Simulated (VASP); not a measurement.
Input of a VASP 6.6.1 run:

Contents of POSCAR:

```
BeTe
1.0
    0.0000000000      2.6803100000      2.6803100000
    2.6803100000      0.0000000000      2.6803100000
    2.6803100000      2.6803100000      0.0000000000
Be Te
1 1
Direct
    0.5000000000      0.5000000000      0.5000000000
    0.0000000000      0.0000000000      0.0000000000
```

The input INCAR.step1:

```
SYSTEM = BeTe
PREC = Accurate ; ENCUT = 520
EDIFF = 1E-5 ; ISMEAR = -1
SIGMA = 0.05 ; LREAL = .False.
LASPH = .True. ; NELM = 100
ALGO = Normal ; ISIF = 2
LWAVE = .True. ; GGA = PE
NBANDS = 11
```

File INCAR.step2:

```
SYSTEM = BeTe
PREC = Accurate ; ENCUT = 520
EDIFF = 1E-6 ; ISMEAR = -1
SIGMA = 0.05 ; LREAL = .False.
LASPH = .True. ; NELM = 100
ALGO = Normal ; ISIF = 2
LWAVE = .False. ; LCHARG = .True.
GGA = PE ; LHFCALC = .True.
AEXX = 0.25 ; PRECFOCK = Normal
LELF = .True. ; LVHAR = .True.
ISTART = 1 ; NBANDS = 11
```

KPOINTS

```
regular mesh
0
Gamma
  5 5 5
  0 0 0
```

Potentials or basis: VASP PAW PBE potentials, release 64 (Be, Te).

The run is started by

```sh
$ cat potpaw_PBE.64/Be/POTCAR potpaw_PBE.64/Te/POTCAR > POTCAR
$ cp INCAR.step1 INCAR
$ mpirun -np 1 vasp_std > vasp.out
$ cp INCAR.step2 INCAR
$ mpirun -np 1 vasp_std > vasp.out
```

(1) Estimate the band gap on the k mesh.

(2) Predict the pressure.

Results:

(1) zero (bands 4 and 5 overlap by 0.71 eV).

(2) -1.0 GPa.

Caveat: the k points lie up to 0.41 Å⁻¹ apart, too coarse for converged energies and pressures of a metal; the PAW data sets were made with another functional, which shifts forces and pressure a little; spin-orbit coupling is left out, which moves the levels of the heavy elements.
